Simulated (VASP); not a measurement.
ZnS: vibrations by perturbation theory with PBEsol

Crystal: ZnS.

```
Zn S
1.0
     0.00000    2.67823    2.67823
     2.67823    0.00000    2.67823
     2.67823    2.67823    0.00000
Zn S
1 1
Direct
  0.25000 0.25000 0.25000
  0.00000 0.00000 0.00000
```

```yaml
Program: VASP 6.6.1
Task: vibrations by perturbation theory
Functional: PBEsol
Potentials_or_basis: VASP PAW PBE potentials, release 64 (Zn, S)
Cutoff: 520 eV
k_mesh: 10 × 10 × 10
Occupations: gaussian, width 0.01 eV
Spin: no spin polarisation
Dipole_correction: no
Further_INCAR_settings: ALGO = Normal; EDIFF = 1e-08; NBANDS = 16; IBRION = 8; NSW = 1
```

| Property | Result |
| --- | --- |
| Electronic dielectric tensor (diagonal) | 6.09 |
| Born charges (mean of the diagonal) | Zn +1.96; S -1.96 e |
| Highest phonon frequency at Γ, LO-TO splitting left out | 280 cm⁻¹ |

Phonon frequencies in cm⁻¹ (negative: imaginary):
```
              q point        frequencies
(0.000, 0.000, 0.000)  0 0 0 280 280 280
```

Electronic dielectric tensor:
```
6.09 0.00 0.00
0.00 6.09 0.00
0.00 0.00 6.09
```

Born effective charge tensors (e):
atom 1, Zn
```
1.96 0.00 0.00
0.00 1.96 0.00
0.00 0.00 1.96
```
atom 2, S
```
-1.96  0.00  0.00
 0.00 -1.96  0.00
 0.00  0.00 -1.96
```

Wall time 5.2 min on 1 thread of Intel(R) Xeon(R) 6975P-C (Granite Rapids) (shared host), peak memory 0.38 GiB.
